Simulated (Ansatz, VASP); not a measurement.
## ZnS in VASP and in Ansatz

Contents of INCAR:

```
ALGO = Normal ; EDIFF = 1E-7
ENCUT = 520 ; GGA = PS
ISIF = 2 ; ISMEAR = 0
LASPH = T ; LCHARG = T
LELF = T ; LREAL = F
LVHAR = T ; LWAVE = F
NBANDS = 26 ; NELM = 60
PREC = Accurate ; SIGMA = 0.01
```

File KPOINTS:

```
k-points
0
Gamma
  12 12 6
```

File POSCAR:

```
ZnS
1.0
    3.7822342358      0.0000000000      0.0000000000
   -1.8911171179      3.2755109313      0.0000000000
    0.0000000000      0.0000000000      6.2081486949
Zn S
2 2
Direct
    0.3333333333      0.6666666667     -0.0625000000
    0.6666666667      0.3333333333      0.4375000000
    0.3333333333      0.6666666667      0.4375000000
    0.6666666667      0.3333333333      0.9375000000
```

Input for Ansatz:

```yaml
crystal:
  lattice:
    - [3.7822342358, 0.0, 0.0]
    - [-1.8911171179, 3.2755109313, 0.0]
    - [0.0, 0.0, 6.2081486949]
  atoms:
    - { symbol: Zn, position: [0.3333333333, 0.6666666667, -0.0625] }
    - { symbol: Zn, position: [0.6666666667, 0.3333333333, 0.4375] }
    - { symbol: S, position: [0.3333333333, 0.6666666667, 0.4375] }
    - { symbol: S, position: [0.6666666667, 0.3333333333, 0.9375] }
basis:
  ecutwfc: 420
  xc_grid: 2
kpoints:
  mp_grid: { grid: [12, 12, 6] }
hamiltonian:
  xc: pbesol
  pseudopotentials: { kind: paw, azcp: { folder: soft_1 } }
scf:
  occupations: { method: fixed }
output:
  forces: true
  stress: true
  eigenvalues: true
  polarization: {}
```

Change from the starting cell: polar distortion scaled by 0.00.

Alike in both runs: task single point; functional PBEsol; k mesh 12 × 12 × 6; no spin polarisation.

```csv
,VASP,Ansatz
version,VASP 6.6.1,Ansatz 0.2.0
potentials or method,"VASP PAW PBE potentials, release 64 (Zn, S), cutoff 520 eV","scalar-relativistic, plane waves, PAW"
occupations,"gaussian, width 0.01 eV",fixed
valence electrons in the cell,36,36
```

VASP gave:

* gap on the k mesh at the Fermi level (eV): 2.54
* least direct gap on the mesh (eV): 2.55
* pressure (GPa): 6.1
* traceless stress, the component that is largest in VASP (GPa): -6.72

Problem. Which values does Ansatz return?

Solution. gap on the k mesh at the Fermi level (eV): 2.53; least direct gap on the mesh (eV): 2.54; pressure (GPa): 5.9; traceless stress, the component that is largest in VASP (GPa): -6.52.

VASP's potentials were made for PBE, not for PBEsol, and Ansatz warns of the same on its side.
